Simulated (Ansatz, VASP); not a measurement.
**One calculation of KSrBr3, two programs**

File POSCAR:

```
KSrBr3
1.0
    5.8168273134      0.0000000000      0.0000000000
    0.0000000000      5.8168273134      0.0000000000
    0.0000000000      0.0000000000      5.8168273134
K Sr Br
1 1 3
Direct
    0.0000000000      0.0000000000      0.0000000000
    0.5000000000      0.5000000000      0.5000000000
    0.5000000000      0.5000000000      0.0000000000
    0.5000000000      0.0000000000      0.5000000000
    0.0000000000      0.5000000000      0.5000000000
```

The input INCAR.step1:

```
SYSTEM = KSrBr3
PREC = Accurate
ENCUT = 520
ISMEAR = 0
SIGMA = 0.01
LREAL = .FALSE.
LASPH = .TRUE.
NELM = 100
NBANDS = 28
GGA = PE
ALGO = Normal
EDIFF = 1E-4
LWAVE = .TRUE.
LCHARG = .FALSE.
```

INCAR.step2

```
SYSTEM = KSrBr3
PREC = Accurate
ENCUT = 520
EDIFF = 1E-6
ISMEAR = 0
SIGMA = 0.01
LREAL = .FALSE.
LASPH = .TRUE.
NELM = 100
ALGO = Normal
ISIF = 2
LWAVE = .FALSE.
LCHARG = .FALSE.
METAGGA = R2SCAN
LMIXTAU = .TRUE.
NBANDS = 28
ISTART = 1
```

Contents of KPOINTS:

```
Automatic mesh
0
G
  4 4 4
  0 0 0
```

Input for Ansatz:

```yaml
crystal:
  lattice:
    - [5.8168273134, 0.0, 0.0]
    - [0.0, 5.8168273134, 0.0]
    - [0.0, 0.0, 5.8168273134]
  atoms:
    - { symbol: K, position: [0.0, 0.0, 0.0] }
    - { symbol: Sr, position: [0.5, 0.5, 0.5] }
    - { symbol: Br, position: [0.5, 0.5, 0.0] }
    - { symbol: Br, position: [0.5, 0.0, 0.5] }
    - { symbol: Br, position: [0.0, 0.5, 0.5] }
kpoints:
  mp_grid: { grid: [4, 4, 4] }
hamiltonian:
  xc: r2scan
scf:
  occupations: { method: fixed }
  n_extra_bands: 5
output:
  forces: true
  stress: true
  eigenvalues: true
```

Alike in both runs: task single point; functional r2SCAN; k mesh 4 × 4 × 4; no spin polarisation.

|  | VASP | Ansatz |
| --- | --- | --- |
| version | VASP 6.6.1 | Ansatz 0.2.0 |
| potentials or method | VASP PAW PBE potentials, release 64 (K_sv, Sr_sv, Br) | plane waves, PAW |
| plane-wave cutoff (eV) | 520 | 500 |
| occupations | gaussian, width 0.01 eV | fixed |
| valence electrons in the cell | 40 | 40 |

Ansatz gave:

| Quantity | Value |
| --- | --- |
| gap on the k mesh at the Fermi level (eV) | 4.51 |
| pressure (GPa) | 1.3 |

Which values does VASP return?

gap on the k mesh at the Fermi level (eV): 4.51; pressure (GPa): 1.4.

VASP's potentials were made for PBE, not for r2SCAN.
